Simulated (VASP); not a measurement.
# NaSnI3 (Pm-3m) in VASP: a series of runs

Aim: see how the results for NaSnI3 move with the level of theory and the settings. Levels: PBEsol, r2SCAN+rVV10. Tasks: single point.

Program: VASP 6.6.1. These are calculated values, not measurements. Logs are shortened: lines on timing, memory, paths and dates and some standing lists are left out, and cuts for length are marked.

## (1) The cell of the first run

It takes space group Pm-3m (No. 221, cubic). Conventional cell: a = 6.106 Å, b = 6.106 Å, c = 6.106 Å, α = 90.00°, β = 90.00°, γ = 90.00°. Na (site symmetry m-3m) has 12 I at 4.32 Å and 8 Sn at 5.29 Å within 5.7 Å. Within 4.0 Å of Sn (site symmetry m-3m) lie 6 I at 3.05 Å. Within 4.0 Å of I (site symmetry 4/mmm) lie 2 Sn at 3.05 Å.

## (2) Single point, PBEsol

Contents of INCAR:

```
SYSTEM = NaSnI3
ALGO = Normal ; EDIFF = 1E-7
ENCUT = 520 ; GGA = PS
ISIF = 2 ; ISMEAR = -1
LASPH = .True. ; LCHARG = .False.
LREAL = .False. ; LWAVE = .False.
NBANDS = 29 ; NELM = 100
PREC = Accurate ; SIGMA = 0.03
```

Contents of KPOINTS:

```
k-points
0
Gamma
  4 4 4
  0 0 0
```

Contents of POSCAR:

```
NaSnI3
1.0
    6.1061289778      0.0000000000      0.0000000000
    0.0000000000      6.1061289778      0.0000000000
    0.0000000000      0.0000000000      6.1061289778
Na Sn I
1 1 3
Direct
    0.0000000000      0.0000000000      0.0000000000
    0.5000000000      0.5000000000      0.5000000000
    0.5000000000      0.5000000000      0.0000000000
    0.5000000000      0.0000000000      0.5000000000
    0.0000000000      0.5000000000      0.5000000000
```

Potentials or basis: VASP PAW PBE potentials, release 64 (Na_pv, Sn_d, I).

The run is started by

```sh
cat potpaw_PBE.64/Na_pv/POTCAR potpaw_PBE.64/Sn_d/POTCAR potpaw_PBE.64/I/POTCAR > POTCAR
mpirun -np 1 vasp_std > vasp.out
```

OUTCAR:

```text
SYSTEM = NaSnI3
   EDIFF = 1E-7
   ENCUT = 520
   GGA = PS
   ISIF = 2
   ISMEAR = -1
   LASPH = .True.
   LREAL = .False.
   NELM = 100
   PREC = Accurate

 ion  position               nearest neighbor table
   1  0.000  0.000  0.000-
   2  0.500  0.500  0.500-   3 3.05   4 3.05   5 3.05   3 3.05   4 3.05   5 3.05
   3  0.500  0.500  0.000-   2 3.05   2 3.05
   4  0.500  0.000  0.500-   2 3.05   2 3.05
   5  0.000  0.500  0.500-   2 3.05   2 3.05

  LATTYP: Found a simple cubic cell.
 ALAT       =     6.1061289778

  Lattice vectors:

 A1 = (   6.1061289778,   0.0000000000,   0.0000000000)
 A2 = (   0.0000000000,   6.1061289778,   0.0000000000)
 A3 = (   0.0000000000,   0.0000000000,   6.1061289778)

Analysis of symmetry for initial positions (statically):
=====================================================================
 Subroutine PRICEL returns:
 Original cell was already a primitive cell.

 Routine SETGRP: Setting up the symmetry group for a
 simple cubic supercell.

 Subroutine GETGRP returns: Found 48 space group operations
 (whereof 48 operations were pure point group operations)
 out of a pool of 48 trial point group operations.

The static configuration has the point symmetry O_h .

Analysis of symmetry for dynamics (positions and initial velocities):
=====================================================================
 Subroutine PRICEL returns:
 Original cell was already a primitive cell.

 Routine SETGRP: Setting up the symmetry group for a
 simple cubic supercell.

 Subroutine GETGRP returns: Found 48 space group operations
 (whereof 48 operations were pure point group operations)
 out of a pool of 48 trial point group operations.

The dynamic configuration has the point symmetry O_h .

 Subroutine INISYM returns: Found 48 space group operations
 (whereof 48 operations are pure point group operations),
 and found     1 'primitive' translations

----------------------------------------------------------------------------------------

                                     Primitive cell

  volume of cell :     227.6659

  direct lattice vectors                    reciprocal lattice vectors
     6.106128978  0.000000000  0.000000000     0.163769878  0.000000000  0.000000000
     0.000000000  6.106128978  0.000000000     0.000000000  0.163769878  0.000000000
     0.000000000  0.000000000  6.106128978     0.000000000  0.000000000  0.163769878

  length of vectors
     6.106128978  6.106128978  6.106128978     0.163769878  0.163769878  0.163769878

  position of ions in fractional coordinates (direct lattice)
     0.000000000  0.000000000  0.000000000
     0.500000000  0.500000000  0.500000000
     0.500000000  0.500000000  0.000000000
     0.500000000  0.000000000  0.500000000
     0.000000000  0.500000000  0.500000000

  ion indices of the primitive-cell ions
   primitive index   ion index
                 1           1
                 2           2
                 3           3
                 4           4
                 5           5

----------------------------------------------------------------------------------------

 KPOINTS: k-points

Automatic generation of k-mesh.
 Grid dimensions read from file:
 generate k-points for:    4    4    4

 Generating k-lattice:

  Cartesian coordinates                     Fractional coordinates (reciprocal lattice)
     0.040942470  0.000000000  0.000000000     0.250000000  0.000000000  0.000000000
     0.000000000  0.040942470  0.000000000     0.000000000  0.250000000  0.000000000
     0.000000000  0.000000000  0.040942470     0.000000000  0.000000000  0.250000000

  Length of vectors
     0.040942470  0.040942470  0.040942470

  Shift w.r.t. Gamma in fractional coordinates (k-lattice)
     0.000000000  0.000000000  0.000000000

 Subroutine IBZKPT returns following result:
 ===========================================

 Found     10 irreducible k-points:

 Following reciprocal coordinates:
            Coordinates               Weight
  0.000000  0.000000  0.000000      1.000000
  0.250000  0.000000  0.000000      6.000000
  0.500000  0.000000  0.000000      3.000000
  0.250000  0.250000  0.000000     12.000000
  0.500000  0.250000  0.000000     12.000000
  0.500000  0.500000  0.000000      3.000000
  0.250000  0.250000  0.250000      8.000000
  0.500000  0.250000  0.250000     12.000000
  0.500000  0.500000  0.250000      6.000000
  0.500000  0.500000  0.500000      1.000000
   k-points           NKPTS =     10   k-points in BZ     NKDIM =     10   number of bands    NBANDS=     29
   number of dos      NEDOS =    301   number of ions     NIONS =      5
   total plane-waves  NPLWV = 110592
   dimension x,y,z NGX =    48 NGY =   48 NGZ =   48
   dimension x,y,z NGXF=    96 NGYF=   96 NGZF=   96
   ions per type =               1   1   3
   NGX,Y,Z   is equivalent  to a cutoff of  13.07, 13.07, 13.07 a.u.
   NGXF,Y,Z  is equivalent  to a cutoff of  26.14, 26.14, 26.14 a.u.
 SYSTEM =  NaSnI3
   PREC   = accura    normal or accurate (medium, high low for compatibility)
   ISTART =      0    job   : 0-new  1-cont  2-samecut
   ICHARG =      2    charge: 1-file 2-atom 10-const
   ISPIN  =      1    spin polarized calculation?
   LNONCOLLINEAR =      F non collinear calculations
   LSORBIT =      F    spin-orbit coupling
   LASPH  =      T    aspherical Exc in radial PAW
   ENCUT  =  520.0 eV  38.22 Ry    6.18 a.u.  11.35 11.35 11.35*2*pi/ulx,y,z
   NELM   =    100;   NELMIN=  2; NELMDL= -5     # of ELM steps
   EDIFF  = 0.1E-06   stopping-criterion for ELM
   LREAL  =      F    real-space projection
   EDIFFG = 0.1E-05   stopping-criterion for IOM
   NSW    =      0    number of steps for IOM
   IBRION =     -1    ionic relax: 0-MD 1-quasi-New 2-CG
   NFREE  =      0    steps in history (QN), initial steepest desc. (CG)
   ISIF   =      2    stress and relaxation
   ISYM   =      2    0-nonsym 1-usesym 2-fastsym
   POTIM  = 0.5000    time-step for ionic-motion
   TEBEG  =    0.0;   TEEND  =   0.0 temperature during run
   PSTRESS=    0.0 pullay stress
   NELECT =      42.0000    total number of electrons
   NUPDOWN=      -1.0000    fix difference up-down
   EMIN   =  10.00;   EMAX   =-10.00  energy-range for DOS
   EFERMI =   0.00;   METHOD = LEGACY
   ISMEAR =    -1;   SIGMA  =   0.03  broadening in eV -4-tet -1-fermi 0-gaus
   EFERMI_NEDOS =   21; number of points for ismear=-14 and -15
   IALGO  =     38    algorithm
   IMIX   =      4    mixing-type and parameters
     AMIX     =   0.40;   BMIX     =  1.00
     AMIX_MAG =   1.60;   BMIX_MAG =  1.00
  volume/ion in A,a.u.               =      45.53       307.27
  Fermi-wavevector in a.u.,A,eV,Ry     =   0.931949  1.761127 11.817043  0.868528
  Thomas-Fermi vector in A             =   2.058495
   LORBIT       =      0    0 simple, 1 ext, 2 COOP (PROOUT), +10 PAW based schemes
   GGA     = PS    functional components
   LHFCALC =     F    Hartree Fock is set to
   AEXX    =    0.0000 exact exchange contribution
   IVDW    =     0    specifies the selected vdW correction
   LEPSILON=     F    determine dielectric tensor
   LRPA    =     F    only Hartree local field effects (RPA)
 non-spin polarized calculation
  energy-cutoff  :      520.00
  volume of cell :      227.67
 maximum number of plane-waves:      6158
 NGX is ok and might be reduce to    48
   NGX = 23   NGY = 23   NGZ = 23

 number of electron      42.0000010 magnetization

 Free energy of the ion-electron system (eV)
  ---------------------------------------------------
  ext. energy  EPLUGINS =         0.00000000
  ---------------------------------------------------
  free energy    TOTEN  =       -13.88311707 eV

  energy without entropy =      -13.88107059  energy(sigma->0) =      -13.88209383

 E-fermi :   2.9346     XC(G=0):  -7.2564

 val. band max:        2.1846325281   @ k =   0.5000   0.5000   0.2500
 cond. band min:       2.9473277592   @ k =   0.5000   0.5000   0.5000
 fundamental gap:      0.7626952311
 Fermi energy:         2.9345730344

 k-point     1 :       0.0000    0.0000    0.0000
  band No.  band energies     occupation
      1     -23.4873      2.00000
      2     -23.4873      2.00000
      3     -23.4873      2.00000
      4     -19.2853      2.00000
      5     -19.2853      2.00000
      6     -19.2566      2.00000
[... 21 lines left out ...]
     28       7.6000      0.00000
     29       7.6000      0.00000

 k-point     2 :       0.2500    0.0000    0.0000
  band No.  band energies     occupation
      1     -23.4873      2.00000
      2     -23.4873      2.00000
      3     -23.4873      2.00000
      4     -19.2853      2.00000
      5     -19.2842      2.00000
      6     -19.2567      2.00000
[... 21 lines left out ...]
     28       7.2571      0.00000
     29       7.6585      0.00000

 k-point     3 :       0.5000    0.0000    0.0000
  band No.  band energies     occupation
      1     -23.4873      2.00000
      2     -23.4873      2.00000
      3     -23.4873      2.00000
      4     -19.2853      2.00000
      5     -19.2831      2.00000
      6     -19.2569      2.00000
[... 21 lines left out ...]
     28       7.2342      0.00000
     29       7.2342      0.00000

 k-point     4 :       0.2500    0.2500    0.0000
  band No.  band energies     occupation
      1     -23.4873      2.00000
      2     -23.4873      2.00000
      3     -23.4873      2.00000
      4     -19.2847      2.00000
      5     -19.2836      2.00000
      6     -19.2569      2.00000
[... 149 lines left out ...]
     28       7.5553      0.00000
     29       8.3327      0.00000

 k-point     9 :       0.5000    0.5000    0.2500
  band No.  band energies     occupation
      1     -23.4873      2.00000
      2     -23.4873      2.00000
      3     -23.4873      2.00000
      4     -19.2831      2.00000
      5     -19.2820      2.00000
      6     -19.2571      2.00000
[... 21 lines left out ...]
     28       7.2120      0.00000
     29       8.4511      0.00000

 k-point    10 :       0.5000    0.5000    0.5000
  band No.  band energies     occupation
      1     -23.4873      2.00000
      2     -23.4873      2.00000
      3     -23.4873      2.00000
      4     -19.2820      2.00000
      5     -19.2820      2.00000
      6     -19.2571      2.00000
[... 21 lines left out ...]
     28       7.9147      0.00000
     29       7.9945      0.00000

------------------------ aborting loop because EDIFF is reached ----------------------------------------

  FORCE on cell =-STRESS in cart. coord.  units (eV):
  Direction    XX          YY          ZZ          XY          YZ          ZX
  --------------------------------------------------------------------------------------
  -------------------------------------------------------------------------------------
  Total        0.0658813      0.0658813      0.0658813      0.0000000     -0.0000000      0.0000000
  in kB        0.4636332      0.4636332      0.4636332      0.0000000     -0.0000000      0.0000000
  external PRESSURE =       0.4636332 kB  Pullay stress =       0.0000000 kB

 VOLUME and BASIS-vectors are now :
 -----------------------------------------------------------------------------
  energy-cutoff  :      520.00
  volume of cell :      227.67
      direct lattice vectors                 reciprocal lattice vectors
     6.106128978  0.000000000  0.000000000     0.163769878  0.000000000  0.000000000
     0.000000000  6.106128978  0.000000000     0.000000000  0.163769878  0.000000000
     0.000000000  0.000000000  6.106128978     0.000000000  0.000000000  0.163769878

 POSITION                                       TOTAL-FORCE (eV/Angst)
 -----------------------------------------------------------------------------------
      0.00000      0.00000      0.00000         0.000000      0.000000      0.000000
      3.05306      3.05306      3.05306         0.000000      0.000000      0.000000
      3.05306      3.05306      0.00000         0.000000      0.000000      0.000000
      3.05306      0.00000      3.05306         0.000000      0.000000      0.000000
      0.00000      3.05306      3.05306         0.000000      0.000000      0.000000
 -----------------------------------------------------------------------------------
    total drift:                                0.000000     -0.000000     -0.000000

  FREE ENERGIE OF THE ION-ELECTRON SYSTEM (eV)
  ---------------------------------------------------
  free  energy   TOTEN  =       -13.8831170706 eV

  energy  without entropy=      -13.8810705862  energy(sigma->0) =      -13.88209383
```

Wall time 2.3 min (1 thread of Intel Xeon 8259CL, shared host); peak memory 0.35 GiB.

Results:

```yaml
Free_energy: -13.8831 eV
Pressure: 0.0 GPa
```

Caveat: the PAW data sets were made with another functional, which shifts forces and pressure a little; spin-orbit coupling is left out, which moves the levels of the heavy elements.

## (3) Single point, r2SCAN+rVV10

This run uses another cell than the first one, of 46.50 Å³/atom.

POSCAR: that of step 2 with these lines changed.

```diff
@@ -2,5 +2,5 @@
 1.0
-    6.1061289778      0.0000000000      0.0000000000
-    0.0000000000      6.1061289778      0.0000000000
-    0.0000000000      0.0000000000      6.1061289778
+    6.1491781947      0.0000000000      0.0000000000
+    0.0000000000      6.1491781947      0.0000000000
+    0.0000000000      0.0000000000      6.1491781947
 Na Sn I
```

Contents of INCAR.step1:

```
ALGO     = Normal         # electronic algorithm
EDIFF    = 1E-4           # SCF threshold, eV
ENCUT    = 520            # plane-wave cutoff, eV
GGA      = PE             # functional
ISMEAR   = -1             # smearing method
LASPH    = T              # aspherical terms in the spheres
LCHARG   = F              # write CHGCAR
LREAL    = F              # projectors in reciprocal space
LWAVE    = T              # write WAVECAR
NBANDS   = 29             # bands
NELM     = 60             # most SCF steps
PREC     = Accurate       # precision mode
SIGMA    = 0.03           # smearing width, eV
```

Contents of INCAR.step2:

```
ALGO     = Normal         # electronic algorithm
BPARAM   = 11.95        
CPARAM   = 0.0093       
EDIFF    = 1E-7           # SCF threshold, eV
ENCUT    = 520            # plane-wave cutoff, eV
ISIF     = 2              # what is computed and relaxed
ISMEAR   = -1             # smearing method
ISTART   = 1            
IVDW_NL  = 2            
LASPH    = T              # aspherical terms in the spheres
LCHARG   = T              # write CHGCAR
LELF     = T              # ELF
LMIXTAU  = T            
LREAL    = F              # projectors in reciprocal space
LUSE_VDW = T            
LVHAR    = T            
LWAVE    = F              # write WAVECAR
METAGGA  = R2SCAN         # meta-GGA
NBANDS   = 29             # bands
NELM     = 60             # most SCF steps
PREC     = Accurate       # precision mode
SIGMA    = 0.03           # smearing width, eV
```

Contents of KPOINTS:

```
k-points
0
Gamma
  4 4 4
```

Potentials or basis: VASP PAW PBE potentials, release 64 (Na_pv, Sn_d, I).

The run is started by

```sh
cat potpaw_PBE.64/Na_pv/POTCAR potpaw_PBE.64/Sn_d/POTCAR potpaw_PBE.64/I/POTCAR > POTCAR
cp INCAR.step1 INCAR
mpirun -np 1 vasp_std > vasp.out
cp INCAR.step2 INCAR
mpirun -np 1 vasp_std > vasp.out
```

It took 11 min on 1 thread of Intel Xeon 8259CL, shared host; peak memory 0.79 GiB.

Results (log left out):

```yaml
Free_energy: -103.9410 eV
Pressure: 0.1 GPa
Band_gap_on_the_k_mesh: 0.27 eV
```

Levels at points of the mesh, in eV from the valence-band top:
```csv
k point,band 19,band 20,band 21,band 22,band 23,band 24
"(0.00, 0.00, 0.00)",-2.75,-2.75,-2.75,0.81,4.00,4.00
"(0.50, 0.00, 0.00)",-2.76,-2.76,-1.87,0.89,2.38,2.79
"(0.50, 0.50, 0.00)",-3.04,-2.18,-0.91,0.70,0.70,2.22
"(0.50, 0.50, 0.50)",-2.17,-2.17,0.00,0.27,0.27,0.27
```

Caveat: the PAW data sets were made with another functional, which shifts forces and pressure a little; spin-orbit coupling is left out, which moves the levels of the heavy elements. A k mesh can miss the band edges.
